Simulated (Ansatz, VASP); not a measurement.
**Ti3Si2: VASP beside Ansatz**

```
Ti Si
1.0
     4.55104    0.00000    0.00000
     0.00000    4.55104    0.00000
     0.00000    0.00000    4.55104
Ti Si
3 2
Cartesian
  2.2755 0.0000 0.0000
  0.0000 2.2755 0.0000
  0.0000 0.0000 2.2755
  0.0000 0.0000 0.0000
  2.2755 2.2755 2.2755
```

Alike in both runs: functional PBE; k mesh 4 × 4 × 4; occupations gaussian, width 0.1 eV; no spin polarisation.

Ansatz relaxed the structure, and its values are those at the end. VASP's run is a single point on that final structure, the one shown.

|  | VASP | Ansatz |
| --- | --- | --- |
| version | VASP 6.6.1 | Ansatz 0.2.0 |
| potentials or method | VASP PAW PBE potentials, release 64 (Ti_sv, Si), cutoff 520 eV | scalar-relativistic, plane waves, PAW |
| valence electrons in the cell | 44 | 44 |

```csv
,VASP,Ansatz,Ansatz less VASP
gap on the k mesh at the Fermi level (eV),none,none,-
pressure (GPa),0.1,0.0,-0.02
```

A gap of «none» marks a metal or a gap that the smearing closes.
